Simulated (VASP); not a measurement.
# Zr2B (Pnnm) in VASP: notebook

Zr2B is run at these levels: r2SCAN; tasks: single point.

Program: VASP 6.6.1. These are calculated values, not measurements. Logs are shortened: lines on timing, memory, paths and dates and some standing lists are left out, and cuts for length are marked.

### Step 1. The cell of the first run

Symmetry: Pnnm, No. 58, orthorhombic system. The conventional cell has a = 4.245 Å, b = 5.181 Å, c = 3.234 Å, α = 90.00°, β = 90.00°, γ = 90.00°. Within 3.1 Å of Zr (site symmetry m) lie 10 Zr at 2.12 to 3.08 Å and 3 B at 2.14 to 2.15 Å. Within 2.8 Å of B (site symmetry 2/m) lie 6 Zr at 2.14 to 2.15 Å.

### Step 2. Single point, r2SCAN

The input, POSCAR:

```
Zr2B
1.0
    4.2452111776      0.0000000000      0.0000000000
    0.0000000000      5.1812474810      0.0000000000
    0.0000000000      0.0000000000      3.2344829978
Zr B
4 2
Direct
    0.2004000000      0.3787000000      0.0000000000
    0.7996000000      0.6213000000      0.0000000000
    0.7004000000      0.1213000000      0.5000000000
    0.2996000000      0.8787000000      0.5000000000
    0.0000000000      0.0000000000      0.0000000000
    0.5000000000      0.5000000000      0.5000000000
```

The input, INCAR.step1:

```
SYSTEM = Zr2B
  PREC = Accurate
  ENCUT = 520
  ISMEAR = 0
  SIGMA = 0.1
  LREAL = .FALSE.
  LASPH = .TRUE.
  NELM = 80
  NBANDS = 36
  GGA = PE
  ALGO = Normal
  EDIFF = 1E-4
  LWAVE = .TRUE.
  LCHARG = .FALSE.
```

The input, INCAR.step2:

```
SYSTEM = Zr2B
  PREC = Accurate
  ENCUT = 520
  EDIFF = 1E-7
  ISMEAR = 0
  SIGMA = 0.1
  LREAL = .FALSE.
  LASPH = .TRUE.
  NELM = 80
  ALGO = Normal
  ISIF = 2
  LWAVE = .FALSE.
  LCHARG = .FALSE.
  METAGGA = R2SCAN
  LMIXTAU = .TRUE.
  NBANDS = 36
  ISTART = 1
```

The input, KPOINTS:

```
Automatic mesh
0
G
  4 4 6
  0 0 0
```

Potentials or basis: VASP PAW PBE potentials, release 64 (Zr_sv, B).

On the command line:

```
> cat potpaw_PBE.64/Zr_sv/POTCAR potpaw_PBE.64/B/POTCAR > POTCAR
> cp INCAR.step1 INCAR
> mpirun -np 1 vasp_std > vasp.out
> cp INCAR.step2 INCAR
> mpirun -np 1 vasp_std > vasp.out
```

OUTCAR:

```text
SYSTEM = Zr2B
   PREC = Accurate
   ENCUT = 520
   EDIFF = 1E-7
   ISMEAR = 0
   LREAL = .FALSE.
   LASPH = .TRUE.
   NELM = 80
   ISIF = 2
   METAGGA = R2SCAN
   ISTART = 1

 ion  position               nearest neighbor table
   1  0.200  0.379  0.000-   2 2.12   5 2.14   6 2.15   6 2.15   2 2.84   3 2.98   3 2.98   3 2.98
                             3 2.98   4 3.08   4 3.08   4 3.08   4 3.08   2 3.86   2 3.86
   2  0.800  0.621  0.000-   1 2.12   5 2.14   6 2.15   6 2.15   1 2.84   4 2.98   4 2.98   4 2.98
                             4 2.98   3 3.08   3 3.08   3 3.08   3 3.08   1 3.86   1 3.86
   3  0.700  0.121  0.500-   4 2.12   6 2.14   5 2.15   5 2.15   4 2.84   1 2.98   1 2.98   1 2.98
                             1 2.98   2 3.08   2 3.08   2 3.08   2 3.08   4 3.86   4 3.86
   4  0.300  0.879  0.500-   3 2.12   6 2.14   5 2.15   5 2.15   3 2.84   2 2.98   2 2.98   2 2.98
                             2 2.98   1 3.08   1 3.08   1 3.08   1 3.08   3 3.86   3 3.86
   5  0.000  0.000  0.000-   1 2.14   2 2.14   3 2.15   4 2.15   3 2.15   4 2.15
   6  0.500  0.500  0.500-   3 2.14   4 2.14   1 2.15   2 2.15   1 2.15   2 2.15

  LATTYP: Found a simple orthorhombic cell.
 ALAT       =     3.2344829978
 B/A-ratio  =     1.3124852350
 C/A-ratio  =     1.6018781006

  Lattice vectors:

 A1 = (   0.0000000000,   0.0000000000,   3.2344829978)
 A2 = (   4.2452111776,   0.0000000000,   0.0000000000)
 A3 = (   0.0000000000,   5.1812474810,   0.0000000000)

Analysis of symmetry for initial positions (statically):
=====================================================================
 Subroutine PRICEL returns:
 Original cell was already a primitive cell.

 Routine SETGRP: Setting up the symmetry group for a
 simple orthorhombic supercell.

 Subroutine GETGRP returns: Found  8 space group operations
 (whereof  4 operations were pure point group operations)
 out of a pool of  8 trial point group operations.

The static configuration has the point symmetry C_2h.
 The point group associated with its full space group is D_2h.

Analysis of symmetry for dynamics (positions and initial velocities):
=====================================================================
 Subroutine PRICEL returns:
 Original cell was already a primitive cell.

 Routine SETGRP: Setting up the symmetry group for a
 simple orthorhombic supercell.

 Subroutine GETGRP returns: Found  8 space group operations
 (whereof  4 operations were pure point group operations)
 out of a pool of  8 trial point group operations.

The dynamic configuration has the point symmetry C_2h.
 The point group associated with its full space group is D_2h.

 Subroutine INISYM returns: Found  8 space group operations
 (whereof  4 operations are pure point group operations),
 and found     1 'primitive' translations

----------------------------------------------------------------------------------------

                                     Primitive cell

  volume of cell :      71.1440

  direct lattice vectors                    reciprocal lattice vectors
     4.245211178  0.000000000  0.000000000     0.235559542  0.000000000  0.000000000
     0.000000000  5.181247481  0.000000000     0.000000000  0.193003713  0.000000000
     0.000000000  0.000000000  3.234482998     0.000000000  0.000000000  0.309168421

  length of vectors
     4.245211178  5.181247481  3.234482998     0.235559542  0.193003713  0.309168421

  position of ions in fractional coordinates (direct lattice)
     0.200400000  0.378700000  0.000000000
     0.799600000  0.621300000  0.000000000
     0.700400000  0.121300000  0.500000000
     0.299600000  0.878700000  0.500000000
     0.000000000  0.000000000  0.000000000
     0.500000000  0.500000000  0.500000000

  ion indices of the primitive-cell ions
   primitive index   ion index
                 1           1
                 2           2
                 3           3
                 4           4
                 5           5
                 6           6

----------------------------------------------------------------------------------------

 KPOINTS: Automatic mesh

Automatic generation of k-mesh.
 Grid dimensions read from file:
 generate k-points for:    4    4    6

 Generating k-lattice:

  Cartesian coordinates                     Fractional coordinates (reciprocal lattice)
     0.058889885  0.000000000  0.000000000     0.250000000  0.000000000  0.000000000
     0.000000000  0.048250928  0.000000000     0.000000000  0.250000000  0.000000000
     0.000000000  0.000000000  0.051528070     0.000000000  0.000000000  0.166666667

  Length of vectors
     0.058889885  0.048250928  0.051528070

  Shift w.r.t. Gamma in fractional coordinates (k-lattice)
     0.000000000  0.000000000  0.000000000

 Subroutine IBZKPT returns following result:
 ===========================================

 Found     36 irreducible k-points:

 Following reciprocal coordinates:
            Coordinates               Weight
  0.000000  0.000000  0.000000      1.000000
  0.250000  0.000000  0.000000      2.000000
  0.500000  0.000000  0.000000      1.000000
  0.000000  0.250000  0.000000      2.000000
  0.250000  0.250000  0.000000      4.000000
  0.500000  0.250000  0.000000      2.000000
[... 16 lines left out ...]
  0.250000  0.250000  0.333333      8.000000
  0.500000  0.250000  0.333333      4.000000
 [... further k-points ...]
   k-points           NKPTS =     36   k-points in BZ     NKDIM =     36   number of bands    NBANDS=     36
   number of dos      NEDOS =    301   number of ions     NIONS =      6
   total plane-waves  NPLWV =  30720
   dimension x,y,z NGX =    32 NGY =   40 NGZ =   24
   dimension x,y,z NGXF=    64 NGYF=   80 NGZF=   48
   ions per type =               4   2
   NGX,Y,Z   is equivalent  to a cutoff of  12.53, 12.83, 12.34 a.u.
   NGXF,Y,Z  is equivalent  to a cutoff of  25.06, 25.67, 24.67 a.u.
 SYSTEM =  Zr2B
   PREC   = accura    normal or accurate (medium, high low for compatibility)
   ISTART =      1    job   : 0-new  1-cont  2-samecut
   ICHARG =      0    charge: 1-file 2-atom 10-const
   ISPIN  =      1    spin polarized calculation?
   LNONCOLLINEAR =      F non collinear calculations
   LSORBIT =      F    spin-orbit coupling
   LASPH  =      T    aspherical Exc in radial PAW
   ENCUT  =  520.0 eV  38.22 Ry    6.18 a.u.   7.89  9.63  6.01*2*pi/ulx,y,z
   NELM   =     80;   NELMIN=  2; NELMDL=  0     # of ELM steps
   EDIFF  = 0.1E-06   stopping-criterion for ELM
   LREAL  =      F    real-space projection
   EDIFFG = 0.1E-05   stopping-criterion for IOM
   NSW    =      0    number of steps for IOM
   IBRION =     -1    ionic relax: 0-MD 1-quasi-New 2-CG
   NFREE  =      0    steps in history (QN), initial steepest desc. (CG)
   ISIF   =      2    stress and relaxation
   ISYM   =      2    0-nonsym 1-usesym 2-fastsym
   POTIM  = 0.5000    time-step for ionic-motion
   TEBEG  =    0.0;   TEEND  =   0.0 temperature during run
   PSTRESS=    0.0 pullay stress
   NELECT =      54.0000    total number of electrons
   NUPDOWN=      -1.0000    fix difference up-down
   EMIN   =  10.00;   EMAX   =-10.00  energy-range for DOS
   EFERMI =   0.00;   METHOD = LEGACY
   ISMEAR =     0;   SIGMA  =   0.10  broadening in eV -4-tet -1-fermi 0-gaus
   EFERMI_NEDOS =   21; number of points for ismear=-14 and -15
   IALGO  =     38    algorithm
   IMIX   =      4    mixing-type and parameters
     AMIX     =   0.40;   BMIX     =  1.00
     AMIX_MAG =   1.60;   BMIX_MAG =  1.00
  volume/ion in A,a.u.               =      11.86        80.02
  Fermi-wavevector in a.u.,A,eV,Ry     =   1.493344  2.822011 30.342038  2.230077
  Thomas-Fermi vector in A             =   2.605757
   LORBIT       =      0    0 simple, 1 ext, 2 COOP (PROOUT), +10 PAW based schemes
   METAGGA = R2SCAN    functional components
   LHFCALC =     F    Hartree Fock is set to
   AEXX    =    0.0000 exact exchange contribution
   IVDW    =     0    specifies the selected vdW correction
   LEPSILON=     F    determine dielectric tensor
   LRPA    =     F    only Hartree local field effects (RPA)
 non-spin polarized calculation
 Gauss-broadening in eV      SIGMA  =   0.10
  energy-cutoff  :      520.00
  volume of cell :       71.14
 maximum number of plane-waves:      1938
 NGX is ok and might be reduce to    32
   NGX = 15   NGY = 19   NGZ = 13

 number of electron      54.0000000 magnetization

 Free energy of the ion-electron system (eV)
  ---------------------------------------------------
  ext. energy  EPLUGINS =         0.00000000
  ---------------------------------------------------
  free energy    TOTEN  =       -96.84905962 eV

  energy without entropy =      -96.83680347  energy(sigma->0) =      -96.84293155

 E-fermi :  13.0056     XC(G=0): -14.2299

 val. band max:       13.0006281860   @ k =   0.0000   0.5000   0.3333
 cond. band min:      13.0739133461   @ k =   0.0000   0.2500   0.1667
 fundamental gap:      0.0732851601
 Fermi energy:        13.0055803222

 k-point     1 :       0.0000    0.0000    0.0000
  band No.  band energies     occupation
      1     -37.0128      2.00000
      2     -36.6083      2.00000
      3     -35.2888      2.00000
      4     -35.2065      2.00000
      5     -16.8701      2.00000
      6     -16.2423      2.00000
[... 28 lines left out ...]
     35      18.2089      0.00000
     36      18.6034      0.00000

 k-point     2 :       0.2500    0.0000    0.0000
  band No.  band energies     occupation
      1     -36.9175      2.00000
      2     -36.6206      2.00000
      3     -35.3250      2.00000
      4     -35.2791      2.00000
      5     -16.7125      2.00000
      6     -16.4279      2.00000
[... 28 lines left out ...]
     35      17.7577      0.00000
     36      18.0452      0.00000
[... 817 lines left out ...]
     35      19.1712      0.00000
     36      19.7014      0.00000

 k-point    24 :       0.5000    0.2500    0.3333
  band No.  band energies     occupation
      1     -36.6763      2.00000
      2     -36.6763      2.00000
      3     -35.3259      2.00000
      4     -35.3259      2.00000
      5     -16.4401      2.00000
      6     -16.4401      2.00000
[... 28 lines left out ...]
     35      19.2019      0.00000
     36      19.2019      0.00000

 [... further k-points ...]

------------------------ aborting loop because EDIFF is reached ----------------------------------------

  FORCE on cell =-STRESS in cart. coord.  units (eV):
  Direction    XX          YY          ZZ          XY          YZ          ZX
  --------------------------------------------------------------------------------------
  -------------------------------------------------------------------------------------
  Total       62.8496007     49.4765982     35.1575157      0.0000000      0.0000000      0.0000000
  in kB     1415.3850266   1114.2224534    791.7539764      0.0000000      0.0000000      0.0000000
  external PRESSURE =    1107.1204855 kB  Pullay stress =       0.0000000 kB

 VOLUME and BASIS-vectors are now :
 -----------------------------------------------------------------------------
  energy-cutoff  :      520.00
  volume of cell :       71.14
      direct lattice vectors                 reciprocal lattice vectors
     4.245211178  0.000000000  0.000000000     0.235559542  0.000000000  0.000000000
     0.000000000  5.181247481  0.000000000     0.000000000  0.193003713  0.000000000
     0.000000000  0.000000000  3.234482998     0.000000000  0.000000000  0.309168421

 POSITION                                       TOTAL-FORCE (eV/Angst)
 -----------------------------------------------------------------------------------
      0.85074      1.96214      0.00000         3.148339     -3.051895      0.000000
      3.39447      3.21911      0.00000        -3.148339      3.051895      0.000000
      2.97335      0.62849      1.61724         3.148339      3.051895      0.000000
      1.27187      4.55276      1.61724        -3.148339     -3.051895      0.000000
      0.00000      0.00000      0.00000         0.000000      0.000000      0.000000
      2.12261      2.59062      1.61724         0.000000      0.000000      0.000000
 -----------------------------------------------------------------------------------
    total drift:                                0.000000     -0.000000      0.000000

  FREE ENERGIE OF THE ION-ELECTRON SYSTEM (eV)
  ---------------------------------------------------
  free  energy   TOTEN  =       -96.8490596224 eV

  energy  without entropy=      -96.8368034737  energy(sigma->0) =      -96.84293155
```

Run time: 1.7 min. Hardware: 1 thread of Intel Xeon 6975P-C (Granite Rapids), shared host; peak memory 0.22 GiB.

What came out:

```yaml
Free_energy: -96.8491 eV
Pressure: 110.7 GPa
Largest_force: 4.385 eV/Å
Band_gap_on_the_k_mesh: zero (bands 27 and 28 overlap by 2.35 eV)
```

Forces on the atoms (eV/Å):
```
Zr   3.148 -3.052  0.000
Zr  -3.148  3.052  0.000
Zr   3.148  3.052  0.000
Zr  -3.148 -3.052  0.000
B    0.000  0.000  0.000
B    0.000  0.000  0.000
```

Stress tensor (GPa, compression positive):
```
141.54   0.00   0.00
  0.00 111.42   0.00
  0.00   0.00  79.18
```

Caveat: the k points lie up to 0.37 Å⁻¹ apart, too coarse for converged energies and pressures of a metal; the PAW data sets were made with another functional, which shifts forces and pressure a little.

### Step 3. Single point, r2SCAN

This run uses another cell than the first one, of 18.65 Å³/atom.

The input, POSCAR:

```
Zr2B
1.0
    5.6323428401      0.0000000000      0.0000000000
    0.0000000000      5.7023997151      0.0000000000
    0.0000000000      0.0000000000      3.4840132848
Zr B
4 2
Direct
    0.2578861120      0.3360052306      0.0000000000
    0.7421138880      0.6639947694      0.0000000000
    0.7578861120      0.1639947694      0.5000000000
    0.2421138880      0.8360052306      0.5000000000
    0.0000000000      0.0000000000      0.0000000000
    0.5000000000      0.5000000000      0.5000000000
```

The input, INCAR.step1:

```
SYSTEM = Zr2B
PREC = Accurate
ENCUT = 520
ISMEAR = 0
SIGMA = 0.1
LREAL = .FALSE.
LASPH = .TRUE.
NELM = 60
NBANDS = 36
GGA = PE
ALGO = Normal
EDIFF = 1E-4
LWAVE = .TRUE.
LCHARG = .FALSE.
```

The input, INCAR.step2:

```
SYSTEM = Zr2B
PREC = Accurate
ENCUT = 520
EDIFF = 1E-6
ISMEAR = 0
SIGMA = 0.1
LREAL = .FALSE.
LASPH = .TRUE.
NELM = 60
ALGO = Normal
ISIF = 2
LWAVE = .FALSE.
LCHARG = .FALSE.
METAGGA = R2SCAN
LMIXTAU = .TRUE.
NBANDS = 36
ISTART = 1
```

KPOINTS is that of step 2.

Potentials or basis: VASP PAW PBE potentials, release 64 (Zr_sv, B).

On the command line:

```
> cat potpaw_PBE.64/Zr_sv/POTCAR potpaw_PBE.64/B/POTCAR > POTCAR
> cp INCAR.step1 INCAR
> mpirun -np 1 vasp_std > vasp.out
> cp INCAR.step2 INCAR
> mpirun -np 1 vasp_std > vasp.out
```

Wall time 3.2 min (1 thread of Intel Xeon 6975P-C (Granite Rapids), shared host); peak memory 0.29 GiB.

It converged, with:

```
Free energy            : -107.6186 eV
Pressure               : 0.2 GPa
Largest force          : 0.004 eV/Å
Band gap on the k mesh : zero (bands 27 and 28 overlap by 1.41 eV)
```

Forces on the atoms (eV/Å):
```
Zr  -0.004  0.000  0.000
Zr   0.004  0.000  0.000
Zr  -0.004  0.000  0.000
Zr   0.004  0.000  0.000
B    0.000  0.000  0.000
B    0.000  0.000  0.000
```

Stress tensor (GPa, compression positive):
```
0.27 0.00 0.00
0.00 0.08 0.00
0.00 0.00 0.15
```

Levels at points of the mesh, in eV from the Fermi level:
| k point | band 24 | band 25 | band 26 | band 27 | band 28 | band 29 | band 30 | band 31 |
| --- | --- | --- | --- | --- | --- | --- | --- | --- |
| (0.00, 0.00, 0.00) | -0.94 | -0.78 | 0.17 | 0.86 | 1.17 | 1.26 | 1.46 | 1.50 |
| (0.50, 0.00, 0.00) | -1.01 | -0.69 | -0.69 | 0.15 | 0.15 | 1.73 | 1.73 | 1.77 |
| (0.00, 0.50, 0.00) | -0.92 | -0.87 | -0.87 | 0.13 | 0.13 | 1.28 | 1.28 | 2.33 |
| (0.50, 0.50, 0.00) | -0.80 | -0.44 | -0.44 | -0.16 | -0.16 | 0.90 | 0.90 | 2.06 |
| (0.00, 0.00, 0.50) | -1.27 | -0.86 | -0.86 | -0.38 | -0.38 | 0.06 | 0.06 | 3.39 |
| (0.50, 0.00, 0.50) | -1.01 | -0.39 | -0.39 | -0.02 | -0.02 | 0.24 | 0.24 | 2.24 |
| (0.00, 0.50, 0.50) | -1.26 | -0.54 | -0.54 | -0.54 | -0.54 | 0.37 | 0.37 | 3.85 |
| (0.50, 0.50, 0.50) | -1.64 | -0.38 | -0.38 | -0.23 | -0.23 | 1.23 | 1.23 | 2.48 |

Caveat: the PAW data sets were made with another functional, which shifts forces and pressure a little.
